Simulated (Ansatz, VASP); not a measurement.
## One calculation of Pt, two programs

INCAR

```
SYSTEM = Pt
  PREC = Accurate
  ENCUT = 570
  EDIFF = 1E-6
  ISMEAR = -1
  SIGMA = 0.1
  LREAL = .FALSE.
  LASPH = .TRUE.
  NELM = 120
  ALGO = Normal
  ISIF = 2
  LWAVE = .FALSE.
  LCHARG = .TRUE.
  GGA = CA
  LELF = .TRUE.
  LVHAR = .TRUE.
  NBANDS = 25
  GGA_COMPAT = .FALSE.
```

Contents of KPOINTS:

```
Automatic mesh
0
G
  15 15 8
  0 0 0
```

Contents of POSCAR:

```
Pt
1.0
    2.7855747634      0.0000000000      0.0000000000
   -1.3927873817      2.4123785092      0.0000000000
    0.0000000000      0.0000000000      4.7780734028
Pt
2
Direct
    0.3333333333      0.6666666667      0.2500000000
    0.6666666667      0.3333333333      0.7500000000
```

Input for Ansatz:

```yaml
crystal:
  lattice:
    - [2.7855747634, 0.0, 0.0]
    - [-1.3927873817, 2.4123785092, 0.0]
    - [0.0, 0.0, 4.7780734028]
  atoms:
    - { symbol: Pt, position: [0.3333333333, 0.6666666667, 0.25] }
    - { symbol: Pt, position: [0.6666666667, 0.3333333333, 0.75] }
hamiltonian:
  xc: lda
  pseudopotentials:
    kind: paw
    azcp:
      Pt: "pseudopotentials/Pt.paw.azcp"
basis:
  ecutwfc: 420
  fft_grid_basis: typed
kpoints:
  mp_grid: { grid: [15, 15, 8], shift: [0, 0, 0] }
magnetization:
  spin_polarized: false
scf:
  occupations: { method: fermi_dirac, width: 0.1 }
  lower_state_search: "off"
output:
  stress: true
  write_density: true
  write_potential: true
  elf: true
  volumetric_format: npy
```

Alike in both runs: task single point; functional LDA; k mesh 15 × 15 × 8; occupations fermi-dirac, width 0.1 eV; no spin polarisation.

|  | VASP | Ansatz |
| --- | --- | --- |
| version | VASP 6.6.1 | Ansatz 0.2.0 |
| potentials or method | VASP PAW LDA potentials, release 64 (Pt_sv_GW), cutoff 570 eV | plane waves (420 eV) with PAW, scalar-relativistic |
| valence electrons in the cell | 36 | 36 |

|  | VASP | Ansatz | Ansatz less VASP |
| --- | --- | --- | --- |
| pressure (GPa) | -19.1 | -18.7 | +0.40 |
| traceless stress, the component that is largest in VASP (GPa) | 1.14 | 1.38 | +0.241 |

Ansatz warns that its potentials were made for another functional, while VASP's fit it. LDA's correlation is that of Perdew and Zunger in VASP and of Perdew and Wang (1992) in Ansatz.

Neither program's run includes spin-orbit coupling.
